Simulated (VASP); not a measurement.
# WC (P1) in VASP: further runs

Runs on WC. Level: PBE. Tasks: single point.

Program: VASP 6.6.1. These are calculated values, not measurements. Logs are shortened: lines on timing, memory, paths and dates and some standing lists are left out, and cuts for length are marked.

**1. The cell of the first run**

The typed cell holds 16 atoms: a = 5.988 Å, b = 4.990 Å, c = 5.727 Å, α = 88.31°, β = 91.00°, γ = 91.40°.

**2. Single point, PBE**

The input, INCAR:

```
SYSTEM = WC
  PREC = Accurate
  ENCUT = 520
  EDIFF = 1E-6
  ISMEAR = -1
  SIGMA = 0.002
  LREAL = Auto
  LASPH = .TRUE.
  NELM = 100
  ALGO = Normal
  ISIF = 2
  LWAVE = .FALSE.
  LCHARG = .FALSE.
  GGA = PE
  NBANDS = 86
```

The input, KPOINTS:

```
Automatic mesh
0
G
  2 2 2
  0 0 0
```

The input, POSCAR:

```
WC
1.0
   -3.0554980000     -5.1491480000     -0.0512230000
    4.3520220000     -2.4410760000      0.0738330000
    0.0975860000      0.0017010000      5.7260980000
W C
8 8
Direct
    0.7127577892      0.4179504785     -0.0327882871
    0.7646883052      0.4002881006      0.4861452175
    0.4490736158     -0.0902579430      0.0117648899
    0.5158266244     -0.0966446318      0.5001412393
    0.2481855105      0.4012369027     -0.0037043931
    0.2288044345      0.3819959137      0.4873329351
   -0.0218343780     -0.0927428728     -0.0122545821
   -0.0103048274     -0.0659626896      0.4814696464
    0.4911229868      0.5631853829      0.2605919644
    0.5047784950      0.6023078338      0.7397858148
    0.2171992698      0.0928761006      0.2403326449
    0.2312507314      0.0451860881      0.7330487763
    0.0048668707      0.5716870504      0.2303208792
    0.0146137329      0.5928625151      0.7470489924
    0.7324902872      0.0883081695      0.2162555187
    0.7272284345      0.0939959213      0.7395805697
```

Potentials or basis: VASP PAW PBE potentials, release 64 (W_sv, C).

Started as:

```bash
cat potpaw_PBE.64/W_sv/POTCAR potpaw_PBE.64/C/POTCAR > POTCAR
mpirun -np 1 vasp_std > vasp.out
```

OUTCAR:

```text
SYSTEM = WC
   PREC = Accurate
   ENCUT = 520
   EDIFF = 1E-6
   ISMEAR = -1
   LREAL = Auto
   LASPH = .TRUE.
   NELM = 100
   ISIF = 2
   GGA = PE

 ion  position               nearest neighbor table
   1  0.713  0.418  0.967-  10 2.01  16 2.11  15 2.15   9 2.30  14 2.36  13 2.41   2 2.78   5 2.79
                             7 2.88   3 2.96   3 2.97   2 2.98   7 3.03   5 3.21
   2  0.765  0.400  0.486-  16 2.09  13 2.21   9 2.22  15 2.23  14 2.31  10 2.41   8 2.72   1 2.78
                             6 2.78   4 2.86   4 2.95   8 2.96   1 2.98   6 3.21
   3  0.449  0.910  0.012-  12 2.15  11 2.16   9 2.22  15 2.23  10 2.25  16 2.45   5 2.76   5 2.78
                             4 2.82   7 2.82   1 2.96   4 2.97   1 2.97   7 3.17
   4  0.516  0.903  0.500-  10 2.01  16 2.08   9 2.21  15 2.26  12 2.32  11 2.49   3 2.82   8 2.84
                             2 2.86   2 2.95   3 2.97   6 2.98   6 3.08   8 3.16
   5  0.248  0.401  0.996-  11 2.06  14 2.20  13 2.20   9 2.24  10 2.33  12 2.36   3 2.76   3 2.78
                             1 2.79   6 2.82   7 2.92   6 2.92   7 3.03   1 3.21
   6  0.229  0.382  0.487-  11 2.05  12 2.16  13 2.18   9 2.21  14 2.28  10 2.44   8 2.63   2 2.78
                             5 2.82   5 2.92   4 2.98   4 3.08   8 3.13   2 3.21
   7  0.978  0.907  0.988-  14 2.14  13 2.15  12 2.21  15 2.21  11 2.22  16 2.25   3 2.82   8 2.83
                             1 2.88   8 2.90   5 2.92   5 3.03   1 3.03   3 3.17
   8  0.990  0.934  0.481-  11 2.08  12 2.10  14 2.26  15 2.28  16 2.35  13 2.35   6 2.63   2 2.72
                             7 2.83   4 2.84   7 2.90   2 2.96   6 3.13   4 3.16
   9  0.491  0.563  0.261-   6 2.21   4 2.21   2 2.22   3 2.22   5 2.24   1 2.30
  10  0.505  0.602  0.740-   4 2.01   1 2.01   3 2.25   5 2.33   2 2.41   6 2.44
  11  0.217  0.093  0.240-   6 2.05   5 2.06   8 2.08   3 2.16   7 2.22   4 2.49
  12  0.231  0.045  0.733-   8 2.10   3 2.15   6 2.16   7 2.21   4 2.32   5 2.36
  13  0.005  0.572  0.230-   7 2.15   6 2.18   5 2.20   2 2.21   8 2.35   1 2.41
  14  0.015  0.593  0.747-   7 2.14   5 2.20   8 2.26   6 2.28   2 2.31   1 2.36
  15  0.732  0.088  0.216-   1 2.15   7 2.21   3 2.23   2 2.23   4 2.26   8 2.28
  16  0.727  0.094  0.740-   4 2.08   2 2.09   1 2.11   7 2.25   8 2.35   3 2.45

  LATTYP: Found a triclinic cell.
 ALAT       =    14.1133192684
 B/A-ratio  =     0.9469383769
 C/A-ratio  =     1.1601178326
 COS(alpha) =     0.0013967510
 COS(beta)  =     0.6531927300
 COS(gamma) =     0.7560765496

  Lattice vectors:

 A1 = (  -7.6026920000,  -2.7114740000, -11.5772520000)
 A2 = (  -6.2085820000, -10.2999970000,  -5.8285440000)
 A3 = (  -5.8437180000,  10.0278980000, -11.5486390000)

Analysis of symmetry for initial positions (statically):
=====================================================================
 Subroutine PRICEL returns:
 Original cell was already a primitive cell.

 Routine SETGRP: Setting up the symmetry group for a
 triclinic supercell.

[... 142 lines left out ...]
   EMIN   =  10.00;   EMAX   =-10.00  energy-range for DOS
   EFERMI =   0.00;   METHOD = LEGACY
   ISMEAR =    -1;   SIGMA  =   0.00  broadening in eV -4-tet -1-fermi 0-gaus
   EFERMI_NEDOS =   21; number of points for ismear=-14 and -15
   IALGO  =     38    algorithm
   IMIX   =      4    mixing-type and parameters
     AMIX     =   0.40;   BMIX     =  1.00
     AMIX_MAG =   1.60;   BMIX_MAG =  1.00
  volume/ion in A,a.u.               =      10.69        72.11
  Fermi-wavevector in a.u.,A,eV,Ry     =   1.546024  2.921562 32.520507  2.390190
  Thomas-Fermi vector in A             =   2.651319
   LORBIT       =      0    0 simple, 1 ext, 2 COOP (PROOUT), +10 PAW based schemes
   GGA     = PE    functional components
   LHFCALC =     F    Hartree Fock is set to
   AEXX    =    0.0000 exact exchange contribution
   IVDW    =     0    specifies the selected vdW correction
   LEPSILON=     F    determine dielectric tensor
   LRPA    =     F    only Hartree local field effects (RPA)
 non-spin polarized calculation
  energy-cutoff  :      520.00
  volume of cell :      170.98
 maximum number of plane-waves:      4622
 NGX is ok and might be reduce to    48
   NGX = 23   NGY = 19   NGZ = 21

 number of electron     143.9999999 magnetization

 Free energy of the ion-electron system (eV)
  ---------------------------------------------------
  ext. energy  EPLUGINS =         0.00000000
  ---------------------------------------------------
  free energy    TOTEN  =      -174.44319253 eV

  energy without entropy =     -174.44306108  energy(sigma->0) =     -174.44312681

 E-fermi :  11.1430     XC(G=0): -13.6116

 val. band max:       11.1359587752   @ k =   0.5000   0.0000   0.5000
 cond. band min:      11.1499947928   @ k =  -0.0000   0.0000   0.5000
 fundamental gap:      0.0140360176
 Fermi energy:        11.1429767840

 k-point     1 :       0.0000    0.0000    0.0000
  band No.  band energies     occupation
      1     -63.3504      2.00000
      2     -63.3138      2.00000
      3     -63.3056      2.00000
      4     -63.2840      2.00000
      5     -63.2764      2.00000
      6     -63.2372      2.00000
[... 685 lines left out ...]
     83      14.5185      0.00000
     84      14.6552      0.00000
 [bands above 84 left out]

------------------------ aborting loop because EDIFF is reached ----------------------------------------

  FORCE on cell =-STRESS in cart. coord.  units (eV):
  Direction    XX          YY          ZZ          XY          YZ          ZX
  --------------------------------------------------------------------------------------
  -------------------------------------------------------------------------------------
  Total        7.4948830      7.9678970      2.7120274    -12.4068444      0.3178196    -10.0609519
  in kB       70.2323267     74.6648011     25.4136043   -116.2608608      2.9781934    -94.2781980
  external PRESSURE =      56.7702440 kB  Pullay stress =       0.0000000 kB

 VOLUME and BASIS-vectors are now :
 -----------------------------------------------------------------------------
  energy-cutoff  :      520.00
  volume of cell :      170.98
      direct lattice vectors                 reciprocal lattice vectors
    -3.055498000 -5.149148000 -0.051223000    -0.081753357 -0.145708837  0.001436551
     4.352022000 -2.441076000  0.073833000     0.172446540 -0.102300628 -0.002908500
     0.097586000  0.001701000  5.726098000    -0.002954874  0.000015633  0.174689348

 POSITION                                       TOTAL-FORCE (eV/Angst)
 -----------------------------------------------------------------------------------
     -0.26451     -4.68870      5.53270        -2.203437     -3.151636      3.720322
     -0.54700     -4.91380      2.77410         3.716015      0.587362     -1.086570
      2.58822     -4.53308      0.11153        -2.170439     -3.306680     -2.092878
      2.40412     -4.86038      2.90413         2.610242      2.776682     -1.907749
      1.08509     -2.25570      5.72180         2.828134      0.100854     -1.907886
      1.01090     -2.10980      2.80700         3.205981     -4.714326      1.956538
[... 8 lines left out ...]
     -1.83270     -3.98690      1.20730        -0.757407      0.335840      1.351423
     -1.74080     -3.97280      4.20460        -1.728396     -0.233813      0.567835
 -----------------------------------------------------------------------------------
    total drift:                                0.034246     -0.004845      0.007882

  FREE ENERGIE OF THE ION-ELECTRON SYSTEM (eV)
  ---------------------------------------------------
  free  energy   TOTEN  =      -174.4431925314 eV

  energy  without entropy=     -174.4430610822  energy(sigma->0) =     -174.44312681
```

OSZICAR:

```text
N       E                     dE             d eps       ncg     rms          rms(c)
DAV:   1     0.191530509414E+04    0.19153E+04   -0.78641E+04  1376   0.191E+03
DAV:   2    -0.522715263323E+01   -0.19205E+04   -0.18610E+04  1376   0.612E+02
DAV:   3    -0.190044495436E+03   -0.18482E+03   -0.17549E+03  1610   0.166E+02
DAV:   4    -0.198683281973E+03   -0.86388E+01   -0.84050E+01  1632   0.319E+01
DAV:   5    -0.198951638288E+03   -0.26836E+00   -0.26687E+00  1680   0.536E+00    0.887E+01
DAV:   6    -0.175239728836E+03    0.23712E+02   -0.15236E+02  1708   0.390E+01    0.267E+01
DAV:   7    -0.174604795369E+03    0.63493E+00   -0.84434E+00  1584   0.102E+01    0.143E+01
DAV:   8    -0.174512628779E+03    0.92167E-01   -0.93326E-01  1640   0.610E+00    0.242E+00
DAV:   9    -0.174444568395E+03    0.68060E-01   -0.30175E-01  1680   0.349E+00    0.744E-01
DAV:  10    -0.174443410183E+03    0.11582E-02   -0.41035E-02  1672   0.854E-01    0.383E-01
DAV:  11    -0.174443165868E+03    0.24431E-03   -0.32213E-03  1688   0.321E-01    0.184E-01
DAV:  12    -0.174443200302E+03   -0.34434E-04   -0.11292E-03  1744   0.246E-01    0.586E-02
DAV:  13    -0.174443199095E+03    0.12073E-05   -0.23779E-04  1728   0.118E-01    0.268E-02
DAV:  14    -0.174443194039E+03    0.50555E-05   -0.40748E-05  1704   0.400E-02    0.153E-02
DAV:  15    -0.174443193006E+03    0.10338E-05   -0.94380E-06  1616   0.234E-02    0.855E-03
DAV:  16    -0.174443192531E+03    0.47416E-06   -0.17242E-06   912   0.855E-03
   1 F= -.17444319E+03 E0= -.17444313E+03  d E =-.131449E-03
```

Run time: 4 min. Hardware: 1 thread of Intel Xeon Platinum 8259CL at 2.50GHz (Skylake/Cascade Lake), shared host; peak memory 0.33 GiB.

What came out:

```yaml
Free_energy: -174.4432 eV
Pressure: 5.7 GPa
Largest_force: 6.028 eV/Å
Band_gap_on_the_k_mesh: zero (band 72 reaches 11.15 eV, above the bottom of band 73 at 11.14 eV)
```

Forces in eV/Å, atoms in the order of the input:
```
W   -2.203 -3.152  3.720
W    3.716  0.587 -1.087
W   -2.170 -3.307 -2.093
W    2.610  2.777 -1.908
W    2.828  0.101 -1.908
W    3.206 -4.714  1.957
W    0.555 -0.778 -0.014
W   -3.480  3.355  0.805
C    0.182 -0.024 -0.965
C   -0.841  2.936  0.170
C   -3.028  0.277 -0.510
C    1.205 -1.571  0.706
C    0.588  1.084  0.223
C   -0.681  2.326 -1.016
C   -0.757  0.336  1.351
C   -1.728 -0.234  0.568
```

Stress tensor (GPa, compression positive):
```
  7.02 -11.63  -9.43
-11.63   7.47   0.30
 -9.43   0.30   2.54
```

Levels at points of the mesh, in eV from the Fermi level:
| k point | band 69 | band 70 | band 71 | band 72 | band 73 | band 74 | band 75 | band 76 |
| --- | --- | --- | --- | --- | --- | --- | --- | --- |
| (0.00, 0.00, 0.00) | -0.97 | -0.75 | -0.61 | -0.15 | 0.13 | 0.29 | 0.64 | 1.45 |
| (0.50, 0.00, 0.00) | -1.21 | -0.83 | -0.47 | -0.07 | 0.20 | 0.34 | 0.82 | 0.92 |
| (0.00, 0.50, 0.00) | -1.01 | -0.73 | -0.38 | -0.09 | 0.40 | 0.99 | 1.27 | 1.54 |
| (0.50, 0.50, 0.00) | -1.61 | -1.54 | -1.43 | -1.21 | 0.98 | 1.14 | 1.33 | 1.57 |
| (0.00, 0.00, 0.50) | -1.17 | -1.13 | -0.17 | 0.01 | 0.26 | 0.41 | 0.71 | 0.83 |
| (0.50, 0.00, 0.50) | -1.35 | -1.13 | -0.79 | -0.78 | -0.01 | 0.27 | 0.50 | 0.81 |
| (0.00, 0.50, 0.50) | -1.63 | -1.35 | -1.21 | -0.87 | 0.22 | 0.44 | 0.61 | 1.02 |
| (0.50, 0.50, 0.50) | -1.65 | -1.50 | -1.02 | -0.88 | 0.59 | 0.62 | 0.91 | 1.10 |

Caveat: the k points lie up to 0.63 Å⁻¹ apart; spin-orbit coupling is left out, which moves the levels of the heavy elements; forces of over 1 eV/Å act on the atoms, so gaps and moduli don't describe the material at rest.

**3. Single point, PBE**

This run uses another cell than the first one, of 10.87 Å³/atom, 1.018 times its volume.

The input, INCAR:

```
SYSTEM = WC
PREC = Accurate ; ENCUT = 520
EDIFF = 1E-6 ; ISMEAR = -1
SIGMA = 0.3 ; LREAL = Auto
LASPH = .TRUE. ; NELM = 60
ALGO = Normal ; ISIF = 2
LWAVE = .FALSE. ; LCHARG = .FALSE.
GGA = PE ; NBANDS = 86
```

KPOINTS is that of step 2.

The input, POSCAR:

```
WC
1.0
   -2.9468910000     -5.1041660000      0.0000000000
    4.4203370000     -2.5520830000      0.0000000000
    0.0000000000      0.0000000000      5.7836180000
W C
8 8
Direct
    0.7592189122      0.4644522305     -0.0186734324
    0.7745789248      0.5323575244      0.5013989513
    0.5005590079     -0.0088697230     -0.0098727129
    0.4741037742     -0.0548980439      0.5429646287
    0.2245363519      0.4642596604     -0.0056711906
    0.2507168210      0.4860342420      0.4948286695
   -0.0263783648     -0.0113869522      0.0050141624
   -0.0346074633      0.0094598167      0.5084706493
    0.5434864860      0.6576411333      0.2031254485
    0.4805895618      0.6535802710      0.7603545047
    0.2390966202      0.1326803088      0.2344553185
    0.2332266996      0.1562536209      0.7429605482
   -0.0076133862      0.6923599220      0.2156089839
    0.0067532593      0.6958747985      0.7177859949
    0.7640850376      0.1248717734      0.2403339916
    0.7670324674      0.2321001939      0.7207253314
```

Potentials or basis: VASP PAW PBE potentials, release 64 (W_sv, C).

Started as:

```bash
cat potpaw_PBE.64/W_sv/POTCAR potpaw_PBE.64/C/POTCAR > POTCAR
mpirun -np 1 vasp_std > vasp.out
```

OUTCAR:

```text
SYSTEM = WC
   PREC = Accurate
   ENCUT = 520
   EDIFF = 1E-6
   ISMEAR = -1
   LREAL = Auto
   LASPH = .TRUE.
   NELM = 60
   ISIF = 2
   GGA = PE

 ion  position               nearest neighbor table
   1  0.759  0.464  0.981-  16 1.92   9 2.06  13 2.25  15 2.29  10 2.29  14 2.42   7 2.74   5 2.74
                             2 2.80   3 2.86   7 2.96   2 3.03   3 3.09   5 3.15
   2  0.775  0.532  0.501-  16 1.99  14 2.03  13 2.25   9 2.29  10 2.37  15 2.57   8 2.68   4 2.76
                             1 2.80   6 2.82   8 2.90   1 3.03   6 3.10   4 3.49
   3  0.501  0.991  0.990-   9 2.12  10 2.18  11 2.21  15 2.23  12 2.29  16 2.53   4 2.60   7 2.79
                             1 2.86   5 2.91   1 3.09   7 3.11   5 3.14   4 3.21
[... 927 lines left out ...]
  external PRESSURE =     100.9636643 kB  Pullay stress =       0.0000000 kB

 VOLUME and BASIS-vectors are now :
 -----------------------------------------------------------------------------
  energy-cutoff  :      520.00
  volume of cell :      173.99
      direct lattice vectors                 reciprocal lattice vectors
    -2.946891000 -5.104166000  0.000000000    -0.084835163 -0.146938799  0.000000000
     4.420337000 -2.552083000  0.000000000     0.169670326 -0.097959188  0.000000000
     0.000000000  0.000000000  5.783618000     0.000000000  0.000000000  0.172902152

 POSITION                                       TOTAL-FORCE (eV/Angst)
 -----------------------------------------------------------------------------------
     -0.18430     -5.06050      5.67562         4.771966     -1.635403      3.867672
      0.07060     -5.31220      2.89990        -0.009385      3.830720     -3.604034
      2.90604     -5.08438      5.72652         0.181565      1.365980      2.806408
      2.78054     -4.83188      3.14030         4.118240     -3.163397     -7.028661
      1.39050     -2.33090      5.75082         0.709000     -4.023070      0.555336
      1.40960     -2.52010      2.86190         0.012394      0.215286     -0.696376
[... 8 lines left out ...]
     -1.69970     -4.21870      1.39000         4.226286      1.802516     -0.299279
     -1.23440     -4.50740      4.16840        -4.396844      4.349350      0.207887
 -----------------------------------------------------------------------------------
    total drift:                                0.004189      0.005155     -0.010579

  FREE ENERGIE OF THE ION-ELECTRON SYSTEM (eV)
  ---------------------------------------------------
  free  energy   TOTEN  =      -171.3676034737 eV

  energy  without entropy=     -169.8962221508  energy(sigma->0) =     -170.63191281
```

It took 4.5 min on 1 thread of Intel Xeon Platinum 8259CL at 2.50GHz (Skylake/Cascade Lake), shared host; peak memory 0.33 GiB.

Results:

```yaml
Free_energy: -171.3676 eV
Pressure: 10.1 GPa
Largest_force: 8.739 eV/Å
Band_gap_on_the_k_mesh: zero (band 72 reaches 10.83 eV, above the bottom of band 73 at 10.79 eV)
```

Forces on the atoms (eV/Å):
```
W    4.772 -1.635  3.868
W   -0.009  3.831 -3.604
W    0.182  1.366  2.806
W    4.118 -3.163 -7.029
W    0.709 -4.023  0.555
W    0.012  0.215 -0.696
W   -1.473 -3.982 -3.280
W   -1.637 -3.784 -2.316
C    1.206  2.857  3.064
C   -1.871  0.476  0.273
C    0.480 -0.692  0.850
C    0.169 -0.549  0.319
C   -4.355  1.528  2.682
C   -2.132  1.403  2.598
C    4.226  1.803 -0.299
C   -4.397  4.349  0.208
```

Stress tensor (GPa, compression positive):
```
13.94 -4.31  0.24
-4.31  7.26 -0.18
 0.24 -0.18  9.09
```

Caveat: the k points lie up to 0.62 Å⁻¹ apart; spin-orbit coupling is left out, which moves the levels of the heavy elements; forces of over 1 eV/Å act on the atoms, so gaps and moduli don't describe the material at rest.

[end of part 1 of 2]
